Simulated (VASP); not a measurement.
# MgO (Fm-3m) in VASP: notebook, part 2 of 2

VASP 6.6.1. The steps go on from the part before.

**4. Single point, PBEsol (5.22 Å³/atom)**

This run uses another cell than the first one, of 5.22 Å³/atom.

File INCAR:

```
SYSTEM = MgO
ALGO = Normal
EDIFF = 1E-6
ENCUT = 600
GGA = PS
GGA_COMPAT = .False.
ISIF = 2
ISMEAR = 0
LASPH = .True.
LCHARG = .False.
LREAL = .False.
LWAVE = .False.
NBANDS = 11
NELM = 120
PREC = Accurate
SIGMA = 0.01
```

File KPOINTS:

```
k-points
0
Gamma
  10 10 10
  0 0 0
```

File POSCAR:

```
MgO
1.0
    0.0000000000      1.7350611112      1.7350611112
    1.7350611112      0.0000000000      1.7350611112
    1.7350611112      1.7350611112      0.0000000000
Mg O
1 1
Direct
    0.0000000000      0.0000000000      0.0000000000
    0.5000000000      0.5000000000      0.5000000000
```

Potentials or basis: VASP PAW PBE potentials, release 64 (Mg, O).

Command:

```bash
cat potpaw_PBE.64/Mg/POTCAR potpaw_PBE.64/O/POTCAR > POTCAR
mpirun -np 1 vasp_std > vasp.out
```

OUTCAR:

```text
SYSTEM = MgO
   EDIFF = 1E-6
   ENCUT = 600
   GGA = PS
   ISIF = 2
   ISMEAR = 0
   LASPH = .True.
   LREAL = .False.
   NELM = 120
   PREC = Accurate

 ion  position               nearest neighbor table
   1  0.000  0.000  0.000-   2 1.74   2 1.74   2 1.74   2 1.74   2 1.74   2 1.74
   2  0.500  0.500  0.500-   1 1.74   1 1.74   1 1.74   1 1.74   1 1.74   1 1.74

  LATTYP: Found a face centered cubic cell.
 ALAT       =     3.4701222224

  Lattice vectors:

 A1 = (   0.0000000000,   1.7350611112,   1.7350611112)
 A2 = (   1.7350611112,   0.0000000000,   1.7350611112)
 A3 = (   1.7350611112,   1.7350611112,   0.0000000000)

Analysis of symmetry for initial positions (statically):
=====================================================================
 Subroutine PRICEL returns:
 Original cell was already a primitive cell.

 Routine SETGRP: Setting up the symmetry group for a
 face centered cubic supercell.

 Subroutine GETGRP returns: Found 48 space group operations
 (whereof 48 operations were pure point group operations)
 out of a pool of 48 trial point group operations.

The static configuration has the point symmetry O_h .

Analysis of symmetry for dynamics (positions and initial velocities):
=====================================================================
 Subroutine PRICEL returns:
 Original cell was already a primitive cell.

 Routine SETGRP: Setting up the symmetry group for a
 face centered cubic supercell.

 Subroutine GETGRP returns: Found 48 space group operations
 (whereof 48 operations were pure point group operations)
 out of a pool of 48 trial point group operations.

The dynamic configuration has the point symmetry O_h .

 Subroutine INISYM returns: Found 48 space group operations
 (whereof 48 operations are pure point group operations),
 and found     1 'primitive' translations

----------------------------------------------------------------------------------------

                                     Primitive cell

  volume of cell :      10.4466

  direct lattice vectors                    reciprocal lattice vectors
     0.000000000  1.735061111  1.735061111    -0.288174288  0.288174288  0.288174288
     1.735061111  0.000000000  1.735061111     0.288174288 -0.288174288  0.288174288
     1.735061111  1.735061111  0.000000000     0.288174288  0.288174288 -0.288174288

  length of vectors
     2.453746955  2.453746955  2.453746955     0.499132508  0.499132508  0.499132508

  position of ions in fractional coordinates (direct lattice)
     0.000000000  0.000000000  0.000000000
     0.500000000  0.500000000  0.500000000

  ion indices of the primitive-cell ions
   primitive index   ion index
                 1           1
                 2           2

----------------------------------------------------------------------------------------

 KPOINTS: k-points

Automatic generation of k-mesh.
 Grid dimensions read from file:
 generate k-points for:   10   10   10

 Generating k-lattice:

  Cartesian coordinates                     Fractional coordinates (reciprocal lattice)
    -0.028817429  0.028817429  0.028817429     0.100000000  0.000000000  0.000000000
     0.028817429 -0.028817429  0.028817429     0.000000000  0.100000000  0.000000000
     0.028817429  0.028817429 -0.028817429     0.000000000  0.000000000  0.100000000

  Length of vectors
     0.049913251  0.049913251  0.049913251

  Shift w.r.t. Gamma in fractional coordinates (k-lattice)
     0.000000000  0.000000000  0.000000000

 Subroutine IBZKPT returns following result:
 ===========================================

 Found     47 irreducible k-points:

 Following reciprocal coordinates:
            Coordinates               Weight
  0.000000  0.000000  0.000000      1.000000
  0.100000  0.000000  0.000000      8.000000
  0.200000  0.000000  0.000000      8.000000
  0.300000  0.000000  0.000000      8.000000
  0.400000  0.000000  0.000000      8.000000
  0.500000  0.000000  0.000000      4.000000
[... 16 lines left out ...]
  0.300000  0.300000  0.000000      6.000000
  0.400000  0.300000  0.000000     24.000000
 [... further k-points ...]
   k-points           NKPTS =     47   k-points in BZ     NKDIM =     47   number of bands    NBANDS=     11
   number of dos      NEDOS =    301   number of ions     NIONS =      2
   total plane-waves  NPLWV =   8000
   dimension x,y,z NGX =    20 NGY =   20 NGZ =   20
   dimension x,y,z NGXF=    40 NGYF=   40 NGZF=   40
   ions per type =               1   1
   NGX,Y,Z   is equivalent  to a cutoff of  13.55, 13.55, 13.55 a.u.
   NGXF,Y,Z  is equivalent  to a cutoff of  27.10, 27.10, 27.10 a.u.
 SYSTEM =  MgO
   PREC   = accura    normal or accurate (medium, high low for compatibility)
   ISTART =      0    job   : 0-new  1-cont  2-samecut
   ICHARG =      2    charge: 1-file 2-atom 10-const
   ISPIN  =      1    spin polarized calculation?
   LNONCOLLINEAR =      F non collinear calculations
   LSORBIT =      F    spin-orbit coupling
   LASPH  =      T    aspherical Exc in radial PAW
   ENCUT  =  600.0 eV  44.10 Ry    6.64 a.u.   4.90  4.90  4.90*2*pi/ulx,y,z
   NELM   =    120;   NELMIN=  2; NELMDL= -5     # of ELM steps
   EDIFF  = 0.1E-05   stopping-criterion for ELM
   LREAL  =      F    real-space projection
[... 7 lines left out ...]
   TEBEG  =    0.0;   TEEND  =   0.0 temperature during run
   PSTRESS=    0.0 pullay stress
   NELECT =       8.0000    total number of electrons
   NUPDOWN=      -1.0000    fix difference up-down
   EMIN   =  10.00;   EMAX   =-10.00  energy-range for DOS
   EFERMI =   0.00;   METHOD = LEGACY
   ISMEAR =     0;   SIGMA  =   0.01  broadening in eV -4-tet -1-fermi 0-gaus
   EFERMI_NEDOS =   21; number of points for ismear=-14 and -15
   IALGO  =     38    algorithm
   IMIX   =      4    mixing-type and parameters
     AMIX     =   0.40;   BMIX     =  1.00
     AMIX_MAG =   1.60;   BMIX_MAG =  1.00
  volume/ion in A,a.u.               =       5.22        35.25
  Fermi-wavevector in a.u.,A,eV,Ry     =   1.497775  2.830385 30.522377  2.243331
  Thomas-Fermi vector in A             =   2.609620
   LORBIT       =      0    0 simple, 1 ext, 2 COOP (PROOUT), +10 PAW based schemes
   GGA     = PS    functional components
   LHFCALC =     F    Hartree Fock is set to
   AEXX    =    0.0000 exact exchange contribution
   IVDW    =     0    specifies the selected vdW correction
   LEPSILON=     F    determine dielectric tensor
   LRPA    =     F    only Hartree local field effects (RPA)
 non-spin polarized calculation
 Gauss-broadening in eV      SIGMA  =   0.01
  energy-cutoff  :      600.00
  volume of cell :       10.45
 maximum number of plane-waves:       360
   NGX =  9   NGY =  9   NGZ =  9

 number of electron       8.0000001 magnetization

 Free energy of the ion-electron system (eV)
  ---------------------------------------------------
  ext. energy  EPLUGINS =         0.00000000
  ---------------------------------------------------
  free energy    TOTEN  =        -7.63268812 eV

  energy without entropy =       -7.63268812  energy(sigma->0) =       -7.63268812

 E-fermi :   9.2666     XC(G=0): -14.4477

 val. band max:        9.1332698609   @ k =   0.0000   0.0000   0.0000
 cond. band min:      17.7955687744   @ k =   0.5000   0.5000   0.0000
 fundamental gap:      8.6622989135
 Fermi energy:         9.2665573626

 k-point     1 :       0.0000    0.0000    0.0000
  band No.  band energies     occupation
      1     -12.1770      2.00000
      2       9.1333      2.00000
      3       9.1333      2.00000
      4       9.1333      2.00000
      5      21.8115      0.00000
      6      27.7054      0.00000
      7      27.7054      0.00000
      8      27.7054      0.00000
      9      33.4021      0.00000
     10      36.1987      0.00000
     11      36.1987      0.00000
[... 309 lines left out ...]
 k-point    24 :       0.4000    0.3000    0.0000
  band No.  band energies     occupation
      1      -9.1463      2.00000
      2       3.1521      2.00000
      3       6.7258      2.00000
      4       7.1606      2.00000
      5      19.5682      0.00000
      6      26.7508      0.00000
      7      30.2349      0.00000
      8      35.9358      0.00000
      9      36.3585      0.00000
     10      41.7661      0.00000
     11      49.4314      0.00000

 [... further k-points ...]

------------------------ aborting loop because EDIFF is reached ----------------------------------------

  FORCE on cell =-STRESS in cart. coord.  units (eV):
  Direction    XX          YY          ZZ          XY          YZ          ZX
  --------------------------------------------------------------------------------------
  -------------------------------------------------------------------------------------
  Total       20.5969680     20.5969680     20.5969680      0.0000000      0.0000000     -0.0000000
  in kB     3158.9267288   3158.9267288   3158.9267288      0.0000000      0.0000000     -0.0000000
  external PRESSURE =    3158.9267288 kB  Pullay stress =       0.0000000 kB

 VOLUME and BASIS-vectors are now :
 -----------------------------------------------------------------------------
  energy-cutoff  :      600.00
  volume of cell :       10.45
      direct lattice vectors                 reciprocal lattice vectors
     0.000000000  1.735061111  1.735061111    -0.288174288  0.288174288  0.288174288
     1.735061111  0.000000000  1.735061111     0.288174288 -0.288174288  0.288174288
     1.735061111  1.735061111  0.000000000     0.288174288  0.288174288 -0.288174288

 POSITION                                       TOTAL-FORCE (eV/Angst)
 -----------------------------------------------------------------------------------
      0.00000      0.00000      0.00000         0.000000     -0.000000     -0.000000
      1.73506      1.73506      1.73506        -0.000000      0.000000      0.000000
 -----------------------------------------------------------------------------------
    total drift:                                0.000000      0.000000      0.000000

  FREE ENERGIE OF THE ION-ELECTRON SYSTEM (eV)
  ---------------------------------------------------
  free  energy   TOTEN  =        -7.6326881175 eV

  energy  without entropy=       -7.6326881175  energy(sigma->0) =       -7.63268812
```

OSZICAR:

```text
N       E                     dE             d eps       ncg     rms          rms(c)
DAV:   1     0.226737554218E+02    0.22674E+02   -0.57311E+03  1186   0.789E+02
DAV:   2    -0.953769652334E+01   -0.32211E+02   -0.31556E+02  1257   0.169E+02
DAV:   3    -0.996779935652E+01   -0.43010E+00   -0.42989E+00  1226   0.167E+01
DAV:   4    -0.996835964128E+01   -0.56028E-03   -0.56027E-03  1205   0.679E-01
DAV:   5    -0.996836053650E+01   -0.89522E-06   -0.89519E-06  1211   0.253E-02    0.882E+00
DAV:   6    -0.780144840058E+01    0.21669E+01   -0.68117E+00  1085   0.179E+01    0.227E+00
DAV:   7    -0.766639995956E+01    0.13505E+00   -0.31150E-01  1175   0.406E+00    0.132E+00
DAV:   8    -0.763295412123E+01    0.33446E-01   -0.13041E-02  1127   0.124E+00    0.106E-01
DAV:   9    -0.763273937130E+01    0.21475E-03   -0.49446E-04  1181   0.152E-01    0.464E-02
DAV:  10    -0.763269121296E+01    0.48158E-04   -0.74193E-05  1166   0.701E-02    0.149E-02
DAV:  11    -0.763268803657E+01    0.31764E-05   -0.67680E-06  1157   0.198E-02    0.200E-03
DAV:  12    -0.763268811754E+01   -0.80970E-07   -0.15363E-07   646   0.359E-03
   1 F= -.76326881E+01 E0= -.76326881E+01  d E =-.118444E-81
```

Run time: 5.3 s. Hardware: 1 thread of Intel Xeon Platinum 8559C (Emerald Rapids), shared host; peak memory 0.12 GiB.

Results:

```
Free energy            : -7.6327 eV
Pressure               : 315.9 GPa
Band gap on the k mesh : 8.66 eV (least direct gap 10.98 eV)
```

Caveat: the cell stands under pressure; the PAW data sets were made with another functional, which shifts forces and pressure a little.

**5. Single point, PBEsol (4.85 Å³/atom)**

This run uses another cell than the first one, of 4.85 Å³/atom.

File INCAR:

```
SYSTEM = MgO
PREC     = Accurate       ! precision mode
ENCUT    = 600            ! plane-wave cutoff, eV
EDIFF    = 1E-6           ! SCF threshold, eV
ISMEAR   = 0              ! smearing method
SIGMA    = 0.01           ! smearing width, eV
LREAL    = .False.        ! projectors in reciprocal space
LASPH    = .True.         ! aspherical terms in the spheres
NELM     = 120            ! most SCF steps
ALGO     = Normal         ! electronic algorithm
ISIF     = 2              ! what is computed and relaxed
LWAVE    = .False.        ! write WAVECAR
LCHARG   = .True.         ! write CHGCAR
GGA      = PS             ! functional
LELF     = .True.         ! ELF
LVHAR    = .True.       
NBANDS   = 11             ! bands
GGA_COMPAT= .False.
```

File KPOINTS:

```
Automatic mesh
0
Gamma
  10 10 10
  0 0 0
```

File POSCAR:

```
MgO
1.0
    0.0000000000      1.6927255444      1.6927255444
    1.6927255444      0.0000000000      1.6927255444
    1.6927255444      1.6927255444      0.0000000000
Mg O
1 1
Direct
    0.0000000000      0.0000000000      0.0000000000
    0.5000000000      0.5000000000      0.5000000000
```

Potentials or basis: VASP PAW PBE potentials, release 64 (Mg, O).

Command:

```bash
cat potpaw_PBE.64/Mg/POTCAR potpaw_PBE.64/O/POTCAR > POTCAR
mpirun -np 1 vasp_std > vasp.out
```

OUTCAR:

```text
SYSTEM = MgO
   PREC = Accurate
   ENCUT = 600
   EDIFF = 1E-6
   ISMEAR = 0
   LREAL = .False.
   LASPH = .True.
   NELM = 120
   ISIF = 2
   GGA = PS

 ion  position               nearest neighbor table
   1  0.000  0.000  0.000-   2 1.69   2 1.69   2 1.69   2 1.69   2 1.69   2 1.69
   2  0.500  0.500  0.500-   1 1.69   1 1.69   1 1.69   1 1.69   1 1.69   1 1.69

  LATTYP: Found a face centered cubic cell.
 ALAT       =     3.3854510888

  Lattice vectors:

 A1 = (   0.0000000000,   1.6927255444,   1.6927255444)
 A2 = (   1.6927255444,   0.0000000000,   1.6927255444)
 A3 = (   1.6927255444,   1.6927255444,   0.0000000000)

Analysis of symmetry for initial positions (statically):
=====================================================================
 Subroutine PRICEL returns:
 Original cell was already a primitive cell.

 Routine SETGRP: Setting up the symmetry group for a
 face centered cubic supercell.

 Subroutine GETGRP returns: Found 48 space group operations
 (whereof 48 operations were pure point group operations)
 out of a pool of 48 trial point group operations.

The static configuration has the point symmetry O_h .

Analysis of symmetry for dynamics (positions and initial velocities):
=====================================================================
 Subroutine PRICEL returns:
 Original cell was already a primitive cell.

 Routine SETGRP: Setting up the symmetry group for a
 face centered cubic supercell.

 Subroutine GETGRP returns: Found 48 space group operations
 (whereof 48 operations were pure point group operations)
 out of a pool of 48 trial point group operations.

The dynamic configuration has the point symmetry O_h .

 Subroutine INISYM returns: Found 48 space group operations
 (whereof 48 operations are pure point group operations),
 and found     1 'primitive' translations

----------------------------------------------------------------------------------------

                                     Primitive cell

  volume of cell :       9.7004

[... 117 lines left out ...]
   LEPSILON=     F    determine dielectric tensor
   LRPA    =     F    only Hartree local field effects (RPA)
 non-spin polarized calculation
 Gauss-broadening in eV      SIGMA  =   0.01
  energy-cutoff  :      600.00
  volume of cell :        9.70
 maximum number of plane-waves:       332
   NGX =  9   NGY =  9   NGZ =  9

 number of electron       7.9999998 magnetization

 Free energy of the ion-electron system (eV)
  ---------------------------------------------------
  ext. energy  EPLUGINS =         0.00000000
  ---------------------------------------------------
  free energy    TOTEN  =        -5.93296076 eV

  energy without entropy =       -5.93296076  energy(sigma->0) =       -5.93296076

 E-fermi :  10.3439     XC(G=0): -14.8940

 val. band max:       10.2022921076   @ k =   0.0000   0.0000   0.0000
 cond. band min:      18.6644784130   @ k =   0.5000   0.5000   0.0000
 fundamental gap:      8.4621863054
 Fermi energy:        10.3438690742

 k-point     1 :       0.0000    0.0000    0.0000
  band No.  band energies     occupation
      1     -11.7658      2.00000
      2      10.2023      2.00000
      3      10.2023      2.00000
      4      10.2023      2.00000
      5      24.3105      0.00000
      6      29.0848      0.00000
      7      29.0848      0.00000
      8      29.0848      0.00000
      9      35.0666      0.00000
     10      38.0291      0.00000
     11      38.0291      0.00000
[... 309 lines left out ...]
 k-point    24 :       0.4000    0.3000    0.0000
  band No.  band energies     occupation
      1      -8.4629      2.00000
      2       3.8604      2.00000
      3       7.6269      2.00000
      4       8.0994      2.00000
      5      20.5708      0.00000
      6      29.1304      0.00000
      7      32.5527      0.00000
      8      38.2861      0.00000
      9      38.7552      0.00000
     10      43.9647      0.00000
     11      52.2070      0.00000

 [... further k-points ...]

------------------------ aborting loop because EDIFF is reached ----------------------------------------

  FORCE on cell =-STRESS in cart. coord.  units (eV):
  Direction    XX          YY          ZZ          XY          YZ          ZX
  --------------------------------------------------------------------------------------
  -------------------------------------------------------------------------------------
  Total       25.2635732     25.2635732     25.2635732      0.0000000      0.0000000     -0.0000000
  in kB     4172.6861332   4172.6861332   4172.6861332      0.0000000      0.0000000     -0.0000000
  external PRESSURE =    4172.6861332 kB  Pullay stress =       0.0000000 kB

 VOLUME and BASIS-vectors are now :
 -----------------------------------------------------------------------------
  energy-cutoff  :      600.00
  volume of cell :        9.70
      direct lattice vectors                 reciprocal lattice vectors
     0.000000000  1.692725544  1.692725544    -0.295381612  0.295381612  0.295381612
     1.692725544  0.000000000  1.692725544     0.295381612 -0.295381612  0.295381612
     1.692725544  1.692725544  0.000000000     0.295381612  0.295381612 -0.295381612

 POSITION                                       TOTAL-FORCE (eV/Angst)
 -----------------------------------------------------------------------------------
      0.00000      0.00000      0.00000        -0.000000      0.000000      0.000000
      1.69273      1.69273      1.69273         0.000000     -0.000000     -0.000000
 -----------------------------------------------------------------------------------
    total drift:                                0.000000      0.000000      0.000000

  FREE ENERGIE OF THE ION-ELECTRON SYSTEM (eV)
  ---------------------------------------------------
  free  energy   TOTEN  =        -5.9329607588 eV

  energy  without entropy=       -5.9329607588  energy(sigma->0) =       -5.93296076
```

It took 4.5 s on 1 thread of Intel Xeon Platinum 8559C (Emerald Rapids), shared host; peak memory 0.13 GiB.

Results:

```
Free energy            : -5.9330 eV
Pressure               : 417.3 GPa
Band gap on the k mesh : 8.46 eV (least direct gap 10.91 eV)
```

Levels at points of the mesh, in eV from the valence-band top:
| k point | band 1 | band 2 | band 3 | band 4 | band 5 | band 6 | band 7 | band 8 |
| --- | --- | --- | --- | --- | --- | --- | --- | --- |
| (0.00, 0.00, 0.00) | -21.97 | 0.00 | 0.00 | 0.00 | 14.11 | 18.88 | 18.88 | 18.88 |
| (0.50, 0.00, 0.00) | -18.04 | -8.58 | -1.99 | -1.99 | 12.61 | 20.77 | 23.98 | 23.98 |
| (0.50, 0.50, 0.00) | -17.90 | -7.38 | -2.45 | -2.45 | 8.46 | 19.35 | 21.70 | 31.47 |

Caveat: the cell stands under pressure; the PAW data sets were made with another functional, which shifts forces and pressure a little.

**6. Overview**

| cell | gap on the mesh (eV) | pressure (GPa) |
| --- | --- | --- |
| a = 2.347 Å, angles 60.0°, 2 atoms | 8.27 | 516.6 |
| a = 2.454 Å, angles 60.0°, 2 atoms | 8.66 | 315.9 |
| a = 2.394 Å, angles 60.0°, 2 atoms | 8.46 | 417.3 |

Alike in all rows: task single point; level PBEsol; potentials or basis VASP PAW PBE potentials, release 64 (Mg, O); no spin polarisation; k mesh 10 × 10 × 10; cutoff (eV) 600; smearing gaussian 0.01 eV.

Caveats: the cell stands under pressure; the PAW data sets were made with another functional, which shifts forces and pressure a little.

Total energies depend on the potentials used, so only differences within one code and one set of settings carry meaning.
